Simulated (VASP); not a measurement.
# Nb3C2 (P6/mmm) in VASP: single point with PBE

Aim: the single point of Nb3C2 with PBE.

Everything below comes from runs of VASP 6.6.1. Logs are shortened: lines on timing, memory, paths and dates and some standing lists are left out, and cuts for length are marked.

## (1) The cell of the first run

Symmetry: P6/mmm, No. 191, hexagonal system. The conventional cell has a = 4.996 Å, b = 4.996 Å, c = 4.082 Å, α = 90.00°, β = 90.00°, γ = 120.00°. Nb (site symmetry mmm) has 4 Nb at 2.50 Å and 4 C at 2.59 Å within 3.3 Å. Within 1.8 Å of C (site symmetry 6mm) lie 1 C at 1.33 Å.

The cell was generated, and may not be a known phase.

## (2) Single point, PBE

INCAR

```
SYSTEM = Nb3C2
PREC = Accurate ; ENCUT = 1300
EDIFF = 1E-6 ; ISMEAR = 0
SIGMA = 0.1 ; LREAL = .False.
LASPH = .True. ; NELM = 120
ALGO = Normal ; ISIF = 2
LWAVE = .False. ; LCHARG = .False.
GGA = PE ; NBANDS = 32
GGA_COMPAT = .False.
```

KPOINTS

```
regular mesh
0
Gamma
  6 6 4
  0 0 0
```

POSCAR

```
Nb3C2
1.0
    4.9963412729      0.0000000000      0.0000000000
   -2.4981706364      4.3269584683      0.0000000000
    0.0000000000      0.0000000000      4.0821340571
Nb C
3 2
Direct
    0.5000000000      0.0000000000      1.0132998737
    0.0000000000      0.5000000000      1.0132998737
    0.5000000000      0.5000000000      1.0132998737
    0.0000000000      0.0000000000      0.8499416698
    0.0000000000      0.0000000000      0.1766715092
```

Potentials or basis: VASP PAW PBE potentials, release 64 (Nb_sv, C_h).

Started as:

```
cat potpaw_PBE.64/Nb_sv/POTCAR potpaw_PBE.64/C_h/POTCAR > POTCAR
mpirun -np 1 vasp_std > vasp.out
```

OUTCAR:

```text
SYSTEM = Nb3C2
   PREC = Accurate
   ENCUT = 1300
   EDIFF = 1E-6
   ISMEAR = 0
   LREAL = .False.
   LASPH = .True.
   NELM = 120
   ISIF = 2
   GGA = PE

 ion  position               nearest neighbor table
   1  0.500  0.000  0.013-   3 2.50   3 2.50   2 2.50   2 2.50
   2  0.000  0.500  0.013-   3 2.50   3 2.50   1 2.50   1 2.50
   3  0.500  0.500  0.013-   1 2.50   1 2.50   2 2.50   2 2.50
   4  0.000  0.000  0.850-   5 1.33
   5  0.000  0.000  0.177-   4 1.33

  LATTYP: Found a hexagonal cell.
 ALAT       =     4.9963412729
 C/A-ratio  =     0.8170246655

  Lattice vectors:

 A1 = (   4.9963412729,   0.0000000000,   0.0000000000)
 A2 = (  -2.4981706364,   4.3269584683,   0.0000000000)
 A3 = (   0.0000000000,   0.0000000000,   4.0821340571)

Analysis of symmetry for initial positions (statically):
=====================================================================
 Subroutine PRICEL returns:
 Original cell was already a primitive cell.

 Routine SETGRP: Setting up the symmetry group for a
 hexagonal supercell.

 Subroutine GETGRP returns: Found 12 space group operations
 (whereof 12 operations were pure point group operations)
 out of a pool of 24 trial point group operations.

The static configuration has the point symmetry C_6v.

Analysis of symmetry for dynamics (positions and initial velocities):
=====================================================================
 Subroutine PRICEL returns:
 Original cell was already a primitive cell.

 Routine SETGRP: Setting up the symmetry group for a
 hexagonal supercell.

 Subroutine GETGRP returns: Found 12 space group operations
 (whereof 12 operations were pure point group operations)
 out of a pool of 24 trial point group operations.

The dynamic configuration has the point symmetry C_6v.

 Subroutine INISYM returns: Found 12 space group operations
 (whereof 12 operations are pure point group operations),
 and found     1 'primitive' translations

----------------------------------------------------------------------------------------

                                     Primitive cell

  volume of cell :      88.2515

  direct lattice vectors                    reciprocal lattice vectors
     4.996341273  0.000000000  0.000000000     0.200146456  0.115554610  0.000000000
    -2.498170636  4.326958468  0.000000000     0.000000000  0.231109221  0.000000000
     0.000000000  0.000000000  4.082134057     0.000000000  0.000000000  0.244969907
[... 86 lines left out ...]
   EDIFF  = 0.1E-05   stopping-criterion for ELM
   LREAL  =      F    real-space projection
   EDIFFG = 0.1E-04   stopping-criterion for IOM
   NSW    =      0    number of steps for IOM
   IBRION =     -1    ionic relax: 0-MD 1-quasi-New 2-CG
   NFREE  =      0    steps in history (QN), initial steepest desc. (CG)
   ISIF   =      2    stress and relaxation
   ISYM   =      2    0-nonsym 1-usesym 2-fastsym
   POTIM  = 0.5000    time-step for ionic-motion
   TEBEG  =    0.0;   TEEND  =   0.0 temperature during run
   PSTRESS=    0.0 pullay stress
   NELECT =      47.0000    total number of electrons
   NUPDOWN=      -1.0000    fix difference up-down
   EMIN   =  10.00;   EMAX   =-10.00  energy-range for DOS
   EFERMI =   0.00;   METHOD = LEGACY
   ISMEAR =     0;   SIGMA  =   0.10  broadening in eV -4-tet -1-fermi 0-gaus
   EFERMI_NEDOS =   21; number of points for ismear=-14 and -15
   IALGO  =     38    algorithm
   IMIX   =      4    mixing-type and parameters
     AMIX     =   0.40;   BMIX     =  1.00
     AMIX_MAG =   1.60;   BMIX_MAG =  1.00
  volume/ion in A,a.u.               =      17.65       119.11
  Fermi-wavevector in a.u.,A,eV,Ry     =   1.326987  2.507642 23.958434  1.760895
  Thomas-Fermi vector in A             =   2.456333
   LORBIT       =      0    0 simple, 1 ext, 2 COOP (PROOUT), +10 PAW based schemes
   GGA     = PE    functional components
   LHFCALC =     F    Hartree Fock is set to
   AEXX    =    0.0000 exact exchange contribution
   IVDW    =     0    specifies the selected vdW correction
   LEPSILON=     F    determine dielectric tensor
   LRPA    =     F    only Hartree local field effects (RPA)
 non-spin polarized calculation
 Gauss-broadening in eV      SIGMA  =   0.10
  energy-cutoff  :     1300.00
  volume of cell :       88.25
 maximum number of plane-waves:      9456
 NGX is ok and might be reduce to    60
   NGX = 29   NGY = 29   NGZ = 25

 number of electron      47.0000000 magnetization

 Free energy of the ion-electron system (eV)
  ---------------------------------------------------
  ext. energy  EPLUGINS =         0.00000000
  ---------------------------------------------------
  free energy    TOTEN  =       -41.27000708 eV

  energy without entropy =      -41.26366897  energy(sigma->0) =      -41.26683802

 E-fermi :   7.5214     XC(G=0): -10.7385

 val. band max:        7.4215936027   @ k =   0.1667   0.1667   0.0000
 cond. band min:       7.5981584151   @ k =   0.5000  -0.0000   0.0000
 fundamental gap:      0.1765648124
 Fermi energy:         7.5213642132

 k-point     1 :       0.0000    0.0000    0.0000
  band No.  band energies     occupation
      1     -47.9952      2.00000
      2     -47.3417      2.00000
      3     -47.3417      2.00000
      4     -25.8491      2.00000
      5     -24.6392      2.00000
      6     -24.6392      2.00000
[... 724 lines left out ...]
     31      10.3933      0.00000
     32      11.2813      0.00000

------------------------ aborting loop because EDIFF is reached ----------------------------------------

  FORCE on cell =-STRESS in cart. coord.  units (eV):
  Direction    XX          YY          ZZ          XY          YZ          ZX
  --------------------------------------------------------------------------------------
  -------------------------------------------------------------------------------------
  Total       -0.0687909     -0.0687909     -0.0426940     -0.0000000     -0.0000000      0.0000000
  in kB       -1.2488766     -1.2488766     -0.7750959     -0.0000000     -0.0000000      0.0000000
  external PRESSURE =      -1.0909497 kB  Pullay stress =       0.0000000 kB

 VOLUME and BASIS-vectors are now :
 -----------------------------------------------------------------------------
  energy-cutoff  :     1300.00
  volume of cell :       88.25
      direct lattice vectors                 reciprocal lattice vectors
     4.996341273  0.000000000  0.000000000     0.200146456  0.115554610  0.000000000
    -2.498170636  4.326958468  0.000000000     0.000000000  0.231109221  0.000000000
     0.000000000  0.000000000  4.082134057     0.000000000  0.000000000  0.244969907

 POSITION                                       TOTAL-FORCE (eV/Angst)
 -----------------------------------------------------------------------------------
      2.49817      0.00000      0.05429         0.000000     -0.000000      0.000037
     -1.24909      2.16348      0.05429         0.000000     -0.000000      0.000037
      1.24909      2.16348      0.05429         0.000000     -0.000000      0.000037
      0.00000      0.00000      3.46958        -0.000000      0.000000      0.008688
      0.00000      0.00000      0.72120        -0.000000      0.000000     -0.008800
 -----------------------------------------------------------------------------------
    total drift:                               -0.000000     -0.000000      0.000050

  FREE ENERGIE OF THE ION-ELECTRON SYSTEM (eV)
  ---------------------------------------------------
  free  energy   TOTEN  =       -41.2700070781 eV

  energy  without entropy=      -41.2636689663  energy(sigma->0) =      -41.26683802
```

OSZICAR:

```text
N       E                     dE             d eps       ncg     rms          rms(c)
DAV:   1     0.896379208342E+03    0.89638E+03   -0.38563E+04  1344   0.290E+03
DAV:   2     0.532655633306E+02   -0.84311E+03   -0.81195E+03  1392   0.804E+02
DAV:   3    -0.383804469751E+02   -0.91646E+02   -0.85186E+02  2376   0.202E+02
DAV:   4    -0.455509656464E+02   -0.71705E+01   -0.69472E+01  2080   0.475E+01
DAV:   5    -0.460636585850E+02   -0.51269E+00   -0.50850E+00  2424   0.127E+01    0.158E+01
DAV:   6    -0.418180308914E+02    0.42456E+01   -0.34116E+01  2056   0.235E+01    0.704E+00
DAV:   7    -0.412959772202E+02    0.52205E+00   -0.56514E+00  2360   0.113E+01    0.416E+00
DAV:   8    -0.412607644603E+02    0.35213E-01   -0.39121E-01  1968   0.410E+00    0.171E+00
DAV:   9    -0.412702193918E+02   -0.94549E-02   -0.13043E-01  2392   0.200E+00    0.628E-01
DAV:  10    -0.412701011326E+02    0.11826E-03   -0.25837E-02  2128   0.932E-01    0.131E-01
DAV:  11    -0.412700077294E+02    0.93403E-04   -0.19090E-03  2168   0.331E-01    0.757E-02
DAV:  12    -0.412700080025E+02   -0.27309E-06   -0.13055E-04  1896   0.860E-02    0.854E-03
DAV:  13    -0.412700070572E+02    0.94530E-06   -0.16758E-05  2176   0.344E-02    0.577E-03
DAV:  14    -0.412700070781E+02   -0.20932E-07   -0.59208E-07  1248   0.608E-03
   1 F= -.41270007E+02 E0= -.41266838E+02  d E =-.633811E-02
```

stdout:

```text
POSCAR found type information on POSCAR NbC
 POSCAR found :  2 types and       5 ions
 scaLAPACK will be used
 LDA part: xc-table for (Slater+PW92), standard interpolation
 POSCAR, INCAR and KPOINTS ok, starting setup
 FFT: planning ... GRIDC
 FFT: planning ... GRID_SOFT
 FFT: planning ... GRID
 WAVECAR not read
 entering main loop
```

Wall time 2.6 min (1 thread of Intel Xeon Platinum 8488C (Sapphire Rapids), shared host); peak memory 0.52 GiB.

Results:

- Free energy: -41.2700 eV
- Pressure: -0.1 GPa
- Largest force: 0.009 eV/Å
- Band gap on the k mesh: zero (an odd number of electrons rules out a gap without spin polarisation)

Forces on the atoms (eV/Å):
```
Nb   0.000  0.000  0.000
Nb   0.000  0.000  0.000
Nb   0.000  0.000  0.000
C    0.000  0.000  0.009
C    0.000  0.000 -0.009
```

Caveat: the k points lie up to 0.38 Å⁻¹ apart, too coarse for converged energies and pressures of a metal.

The gap in the log of VASP goes by the Fermi energy; the results here count the filled bands.